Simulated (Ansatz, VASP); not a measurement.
Ti in VASP and in Ansatz

```
Ti
1.0
     0.00000    2.05671    2.05671
     2.05671    0.00000    2.05671
     2.05671    2.05671    0.00000
Ti
1
Direct
  0.00000 0.00000 0.00000
```

Change from the starting cell: volume scaled by 1.04, crystal datasets.

Alike in both runs: task electric field gradients; functional LDA; k mesh 15 × 15 × 15; occupations fermi-dirac, width 0.05 eV; no spin polarisation.

```csv
,VASP,Ansatz
version,VASP 6.6.1,Ansatz 0.2.0
potentials or method,"VASP PAW LDA potentials, release 64 (Ti_sv), cutoff 400 eV","all-electron PAW with datasets made for the crystal, scalar-relativistic"
```

|  | VASP | Ansatz | Ansatz less VASP |
| --- | --- | --- | --- |
| pressure (GPa) | -9.5 | -8.7 | +0.78 |

LDA's correlation is that of Perdew and Zunger in VASP and of Perdew and Wang (1992) in Ansatz. Ansatz ran all-electron here, and VASP with PAW potentials.
